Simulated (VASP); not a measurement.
# Tl (P6_3/mmc) in VASP: a series of runs

Tl is run at these levels: LDA; tasks: single point.

Everything below comes from runs of VASP 6.6.1. Logs are shortened: lines on timing, memory, paths and dates and some standing lists are left out, and cuts for length are marked.

### 1 The cell of the first run

The structure is hexagonal, space group P6_3/mmc (No. 194). Conventional cell: a = 3.387 Å, b = 3.387 Å, c = 5.485 Å, α = 90.00°, β = 90.00°, γ = 120.00°. Tl (site symmetry -6m2) has 12 Tl at 3.37 to 3.39 Å within 4.4 Å.

### 2 Single point, LDA

Contents of INCAR:

```
PREC = Accurate
ENCUT = 520
EDIFF = 1E-6
ISMEAR = -1
SIGMA = 0.05
LREAL = F
LASPH = T
NELM = 80
ALGO = Normal
ISIF = 2
LWAVE = F
LCHARG = F
GGA = CA
NBANDS = 20
```

Contents of KPOINTS:

```
Automatic mesh
0
Gamma
  14 14 8
```

Contents of POSCAR:

```
Tl
1.0
    3.3869275415      0.0000000000      0.0000000000
   -1.6934637707      2.9331652918      0.0000000000
    0.0000000000      0.0000000000      5.4846573633
Tl
2
Direct
    0.3333333333      0.6666666667      0.2500000000
    0.6666666667      0.3333333333      0.7500000000
```

Potentials or basis: VASP PAW LDA potentials, release 64 (Tl_d).

The run is started by

```bash
$ cat potpaw_LDA.64/Tl_d/POTCAR > POTCAR
$ mpirun -np 1 vasp_std > vasp.out
```

OUTCAR:

```text
PREC = Accurate
   ENCUT = 520
   EDIFF = 1E-6
   ISMEAR = -1
   LREAL = F
   LASPH = T
   NELM = 80
   ISIF = 2
   GGA = CA

 ion  position               nearest neighbor table
   1  0.333  0.667  0.250-   2 3.37   2 3.37   2 3.37   2 3.37   2 3.37   2 3.37
   2  0.667  0.333  0.750-   1 3.37   1 3.37   1 3.37   1 3.37   1 3.37   1 3.37

  LATTYP: Found a hexagonal cell.
 ALAT       =     3.3869275415
 C/A-ratio  =     1.6193607026

  Lattice vectors:

 A1 = (   3.3869275415,   0.0000000000,   0.0000000000)
 A2 = (  -1.6934637707,   2.9331652918,   0.0000000000)
 A3 = (   0.0000000000,   0.0000000000,   5.4846573633)

Analysis of symmetry for initial positions (statically):
=====================================================================
 Subroutine PRICEL returns:
 Original cell was already a primitive cell.

 Routine SETGRP: Setting up the symmetry group for a
 hexagonal supercell.

 Subroutine GETGRP returns: Found 24 space group operations
 (whereof 12 operations were pure point group operations)
 out of a pool of 24 trial point group operations.

The static configuration has the point symmetry D_3d.
 The point group associated with its full space group is D_6h.

Analysis of symmetry for dynamics (positions and initial velocities):
=====================================================================
 Subroutine PRICEL returns:
 Original cell was already a primitive cell.

 Routine SETGRP: Setting up the symmetry group for a
 hexagonal supercell.

 Subroutine GETGRP returns: Found 24 space group operations
 (whereof 12 operations were pure point group operations)
 out of a pool of 24 trial point group operations.

The dynamic configuration has the point symmetry D_3d.
 The point group associated with its full space group is D_6h.

 Subroutine INISYM returns: Found 24 space group operations
 (whereof 12 operations are pure point group operations),
 and found     1 'primitive' translations

----------------------------------------------------------------------------------------

                                     Primitive cell

  volume of cell :      54.4869

  direct lattice vectors                    reciprocal lattice vectors
     3.386927541  0.000000000  0.000000000     0.295252847  0.170464311  0.000000000
    -1.693463771  2.933165292  0.000000000     0.000000000  0.340928622  0.000000000
     0.000000000  0.000000000  5.484657363     0.000000000  0.000000000  0.182326795

  length of vectors
     3.386927541  3.386927542  5.484657363     0.340928622  0.340928622  0.182326795

  position of ions in fractional coordinates (direct lattice)
     0.333333333  0.666666667  0.250000000
     0.666666667  0.333333333  0.750000000

  ion indices of the primitive-cell ions
   primitive index   ion index
                 1           1
                 2           2

----------------------------------------------------------------------------------------

 KPOINTS: Automatic mesh

Automatic generation of k-mesh.
 Grid dimensions read from file:
 generate k-points for:   14   14    8

 Generating k-lattice:

  Cartesian coordinates                     Fractional coordinates (reciprocal lattice)
     0.021089489  0.012176022  0.000000000     0.071428571  0.000000000  0.000000000
     0.000000000  0.024352044  0.000000000     0.000000000  0.071428571  0.000000000
     0.000000000  0.000000000  0.022790849     0.000000000  0.000000000  0.125000000

  Length of vectors
     0.024352044  0.024352044  0.022790849

  Shift w.r.t. Gamma in fractional coordinates (k-lattice)
     0.000000000  0.000000000  0.000000000

 Subroutine IBZKPT returns following result:
 ===========================================

 Found    120 irreducible k-points:

 Following reciprocal coordinates:
            Coordinates               Weight
  0.000000  0.000000  0.000000      1.000000
  0.071429  0.000000  0.000000      6.000000
  0.142857  0.000000  0.000000      6.000000
  0.214286 -0.000000  0.000000      6.000000
  0.285714  0.000000  0.000000      6.000000
  0.357143  0.000000  0.000000      6.000000
[... 16 lines left out ...]
  0.285714  0.285714  0.000000      6.000000
  0.357143  0.285714  0.000000      6.000000
 [... further k-points ...]
   k-points           NKPTS =    120   k-points in BZ     NKDIM =    120   number of bands    NBANDS=     20
   number of dos      NEDOS =    301   number of ions     NIONS =      2
   total plane-waves  NPLWV =  32928
   dimension x,y,z NGX =    28 NGY =   28 NGZ =   42
   dimension x,y,z NGXF=    56 NGYF=   56 NGZF=   84
   ions per type =               2
   NGX,Y,Z   is equivalent  to a cutoff of  13.74, 13.74, 12.73 a.u.
   NGXF,Y,Z  is equivalent  to a cutoff of  27.49, 27.49, 25.46 a.u.
 SYSTEM =  unknown system
   PREC   = accura    normal or accurate (medium, high low for compatibility)
   ISTART =      0    job   : 0-new  1-cont  2-samecut
   ICHARG =      2    charge: 1-file 2-atom 10-const
   ISPIN  =      1    spin polarized calculation?
   LNONCOLLINEAR =      F non collinear calculations
   LSORBIT =      F    spin-orbit coupling
   LASPH  =      T    aspherical Exc in radial PAW
   ENCUT  =  520.0 eV  38.22 Ry    6.18 a.u.   6.30  6.30 10.20*2*pi/ulx,y,z
   NELM   =     80;   NELMIN=  2; NELMDL= -5     # of ELM steps
   EDIFF  = 0.1E-05   stopping-criterion for ELM
   LREAL  =      F    real-space projection
   EDIFFG = 0.1E-04   stopping-criterion for IOM
   NSW    =      0    number of steps for IOM
   IBRION =     -1    ionic relax: 0-MD 1-quasi-New 2-CG
   NFREE  =      0    steps in history (QN), initial steepest desc. (CG)
   ISIF   =      2    stress and relaxation
   ISYM   =      2    0-nonsym 1-usesym 2-fastsym
   POTIM  = 0.5000    time-step for ionic-motion
   TEBEG  =    0.0;   TEEND  =   0.0 temperature during run
   PSTRESS=    0.0 pullay stress
   NELECT =      26.0000    total number of electrons
   NUPDOWN=      -1.0000    fix difference up-down
   EMIN   =  10.00;   EMAX   =-10.00  energy-range for DOS
   EFERMI =   0.00;   METHOD = LEGACY
   ISMEAR =    -1;   SIGMA  =   0.05  broadening in eV -4-tet -1-fermi 0-gaus
   EFERMI_NEDOS =   21; number of points for ismear=-14 and -15
   IALGO  =     38    algorithm
   IMIX   =      4    mixing-type and parameters
     AMIX     =   0.40;   BMIX     =  1.00
     AMIX_MAG =   1.60;   BMIX_MAG =  1.00
  volume/ion in A,a.u.               =      27.24       183.85
  Fermi-wavevector in a.u.,A,eV,Ry     =   1.279289  2.417505 22.267024  1.636580
  Thomas-Fermi vector in A             =   2.411783
   LORBIT       =      0    0 simple, 1 ext, 2 COOP (PROOUT), +10 PAW based schemes
   GGA     = CA    functional components
   LHFCALC =     F    Hartree Fock is set to
   AEXX    =    0.0000 exact exchange contribution
   IVDW    =     0    specifies the selected vdW correction
   LEPSILON=     F    determine dielectric tensor
   LRPA    =     F    only Hartree local field effects (RPA)
 non-spin polarized calculation
  energy-cutoff  :      520.00
  volume of cell :       54.49
 maximum number of plane-waves:      1484
 NGX is ok and might be reduce to    28
   NGX = 13   NGY = 13   NGZ = 21

 number of electron      25.9999997 magnetization

 Free energy of the ion-electron system (eV)
  ---------------------------------------------------
  ext. energy  EPLUGINS =         0.00000000
  ---------------------------------------------------
  free energy    TOTEN  =        -5.86527901 eV

  energy without entropy =       -5.85729529  energy(sigma->0) =       -5.86128715

 E-fermi :   6.8587     XC(G=0): -10.7467

 val. band max:        6.8400502135   @ k =   0.1429   0.0714   0.2500
 cond. band min:       6.8724983033   @ k =   0.2143   0.2143   0.0000
 fundamental gap:      0.0324480898
 Fermi energy:         6.8587176024

 k-point     1 :       0.0000    0.0000    0.0000
  band No.  band energies     occupation
      1      -5.0687      2.00000
      2      -4.7990      2.00000
      3      -4.7619      2.00000
      4      -4.7619      2.00000
      5      -4.7024      2.00000
      6      -4.7024      2.00000
[... 12 lines left out ...]
     19      17.7499      0.00000
     20      18.0741      0.00000

 k-point     2 :       0.0714    0.0000    0.0000
  band No.  band energies     occupation
      1      -5.0461      2.00000
      2      -4.8190      2.00000
      3      -4.7367      2.00000
      4      -4.7361      2.00000
      5      -4.7053      2.00000
      6      -4.6785      2.00000
[... 12 lines left out ...]
     19      18.1043      0.00000
     20      18.5572      0.00000

 k-point     3 :       0.1429    0.0000    0.0000
  band No.  band energies     occupation
      1      -5.0060      2.00000
      2      -4.8388      2.00000
      3      -4.7294      2.00000
      4      -4.6706      2.00000
      5      -4.6699      2.00000
      6      -4.6635      2.00000
[... 12 lines left out ...]
     19      17.7991      0.00000
     20      18.8573      0.00000

 k-point     4 :       0.2143   -0.0000    0.0000
  band No.  band energies     occupation
      1      -5.0210      2.00000
      2      -4.8232      2.00000
      3      -4.7456      2.00000
      4      -4.7354      2.00000
      5      -4.6919      2.00000
      6      -4.5868      2.00000
[... 12 lines left out ...]
     19      17.2600      0.00000
     20      18.4376      0.00000

 k-point     5 :       0.2857    0.0000    0.0000
  band No.  band energies     occupation
      1      -5.0778      2.00000
      2      -4.8532      2.00000
      3      -4.8389      2.00000
      4      -4.7342      2.00000
      5      -4.6755      2.00000
      6      -4.4861      2.00000
[... 12 lines left out ...]
     19      16.5108      0.00000
     20      17.7409      0.00000

 k-point     6 :       0.3571    0.0000    0.0000
  band No.  band energies     occupation
      1      -5.1353      2.00000
      2      -4.9272      2.00000
      3      -4.8993      2.00000
      4      -4.7701      2.00000
      5      -4.6117      2.00000
      6      -4.5374      2.00000
[... 12 lines left out ...]
     19      15.8603      0.00000
     20      17.2267      0.00000

 k-point     7 :       0.4286   -0.0000    0.0000
  band No.  band energies     occupation
      1      -5.1757      2.00000
      2      -4.9891      2.00000
      3      -4.9336      2.00000
      4      -4.7940      2.00000
      5      -4.5700      2.00000
      6      -4.5685      2.00000
[... 12 lines left out ...]
     19      15.4727      0.00000
     20      16.9146      0.00000
[... 277 lines left out ...]
 k-point    20 :       0.2143    0.2143    0.0000
  band No.  band energies     occupation
      1      -4.9434      2.00000
      2      -4.9146      2.00000
      3      -4.9015      2.00000
      4      -4.7702      2.00000
      5      -4.5946      2.00000
      6      -4.5401      2.00000
[... 12 lines left out ...]
     19      15.1442      0.00000
     20      19.7896      0.00000

 k-point    21 :       0.2857    0.2143    0.0000
  band No.  band energies     occupation
      1      -5.0055      2.00000
      2      -4.9411      2.00000
      3      -4.8362      2.00000
      4      -4.7675      2.00000
      5      -4.5863      2.00000
      6      -4.5605      2.00000
[... 12 lines left out ...]
     19      14.5512      0.00000
     20      19.8647      0.00000

 k-point    22 :       0.3571    0.2143    0.0000
  band No.  band energies     occupation
      1      -5.0396      2.00000
      2      -4.9595      2.00000
      3      -4.7926      2.00000
      4      -4.7570      2.00000
      5      -4.6205      2.00000
      6      -4.5360      2.00000
[... 12 lines left out ...]
     19      14.2928      0.00000
     20      19.7538      0.00000

 k-point    23 :       0.2857    0.2857    0.0000
  band No.  band energies     occupation
      1      -5.0436      2.00000
      2      -4.8349      2.00000
      3      -4.8340      2.00000
      4      -4.7429      2.00000
      5      -4.6329      2.00000
      6      -4.5467      2.00000
[... 12 lines left out ...]
     19      13.8532      0.00000
     20      21.8260      0.00000

 k-point    24 :       0.3571    0.2857    0.0000
  band No.  band energies     occupation
      1      -5.0572      2.00000
      2      -4.8354      2.00000
      3      -4.7673      2.00000
      4      -4.7195      2.00000
      5      -4.6640      2.00000
      6      -4.6018      2.00000
[... 12 lines left out ...]
     19      13.6281      0.00000
     20      21.7870      0.00000

 [... further k-points ...]
[... 5 lines left out ...]
  --------------------------------------------------------------------------------------
  -------------------------------------------------------------------------------------
  Total        0.0331027      0.0331027      0.0340977      0.0000000      0.0000000      0.0000000
  in kB        0.9733785      0.9733785      1.0026368      0.0000000      0.0000000      0.0000000
  external PRESSURE =       0.9831312 kB  Pullay stress =       0.0000000 kB

 VOLUME and BASIS-vectors are now :
 -----------------------------------------------------------------------------
  energy-cutoff  :      520.00
  volume of cell :       54.49
      direct lattice vectors                 reciprocal lattice vectors
     3.386927541  0.000000000  0.000000000     0.295252847  0.170464311  0.000000000
    -1.693463771  2.933165292  0.000000000     0.000000000  0.340928622  0.000000000
     0.000000000  0.000000000  5.484657363     0.000000000  0.000000000  0.182326795

 POSITION                                       TOTAL-FORCE (eV/Angst)
 -----------------------------------------------------------------------------------
     -0.00000      1.95544      1.37116         0.000000     -0.000000      0.000000
      1.69346      0.97772      4.11349        -0.000000      0.000000      0.000000
 -----------------------------------------------------------------------------------
    total drift:                               -0.000000      0.000000     -0.000000

  FREE ENERGIE OF THE ION-ELECTRON SYSTEM (eV)
  ---------------------------------------------------
  free  energy   TOTEN  =        -5.8652790090 eV

  energy  without entropy=       -5.8572952932  energy(sigma->0) =       -5.86128715
```

It took 2.9 min on 1 thread of AMD EPYC 7R13 (Zen 3), shared host; peak memory 0.19 GiB.

Results:

```
Free energy            : -5.8653 eV
Pressure               : 0.1 GPa
Band gap on the k mesh : zero (band 13 reaches 10.32 eV, above the bottom of band 14 at 4.36 eV)
```

Levels at points of the mesh, in eV from the Fermi level:
| k point | band 10 | band 11 | band 12 | band 13 | band 14 | band 15 | band 16 | band 17 |
| --- | --- | --- | --- | --- | --- | --- | --- | --- |
| (0.00, 0.00, 0.00) | -11.10 | -10.45 | -5.28 | -3.15 | 8.36 | 8.36 | 10.48 | 10.53 |
| (0.50, 0.00, 0.00) | -11.03 | -5.83 | -4.79 | -0.76 | 0.33 | 1.27 | 3.86 | 3.99 |
| (0.00, 0.00, 0.50) | -11.22 | -8.96 | -8.96 | 3.27 | 3.27 | 9.35 | 9.35 | 9.35 |
| (0.50, 0.00, 0.50) | -11.05 | -4.72 | -4.72 | -2.50 | -2.50 | 5.72 | 5.72 | 6.20 |

Caveat: spin-orbit coupling is left out, which moves the levels of the heavy elements.

### 3 Single point, LDA

Contents of INCAR:

```
SYSTEM = Tl
PREC = Accurate
ENCUT = 520
EDIFF = 1E-7
ISMEAR = -1
SIGMA = 0.05
LREAL = .False.
LASPH = .True.
NELM = 80
ALGO = Normal
ISIF = 2
LWAVE = .False.
LCHARG = .True.
GGA = CA
LELF = .True.
LVHAR = .True.
NBANDS = 20
```

Contents of KPOINTS:

```
Automatic mesh
0
Gamma
  14 14 8
  0 0 0
```

Changes to POSCAR since step 2:

```diff
@@ -4,3 +4,3 @@
    -1.6934637707      2.9331652918      0.0000000000
-    0.0000000000      0.0000000000      5.4846573633
+    0.0000000000      0.0000000000      5.4846573632
 Tl
```

Potentials or basis: VASP PAW LDA potentials, release 64 (Tl_d).

The run is started by

```bash
$ cat potpaw_LDA.64/Tl_d/POTCAR > POTCAR
$ mpirun -np 1 vasp_std > vasp.out
```

It took 2.3 min on 1 thread of AMD EPYC 7R13 (Zen 3), shared host; peak memory 0.19 GiB.

It converged, with:

| Quantity | Value |
| --- | --- |
| Free energy | -5.8653 eV |
| Pressure | 0.1 GPa |
| Band gap on the k mesh | zero (band 13 reaches 10.32 eV, above the bottom of band 14 at 4.36 eV) |

Levels at points of the mesh, in eV from the Fermi level:
```
           k point  band 11  band 12  band 13  band 14  band 15  band 16
(0.00, 0.00, 0.00)   -10.45    -5.28    -3.15     8.36     8.36    10.48
(0.50, 0.00, 0.00)    -5.83    -4.79    -0.76     0.33     1.27     3.86
(0.00, 0.00, 0.50)    -8.96    -8.96     3.27     3.27     9.35     9.35
(0.50, 0.00, 0.50)    -4.72    -4.72    -2.50    -2.50     5.72     5.72
```

Caveat: spin-orbit coupling is left out, which moves the levels of the heavy elements.
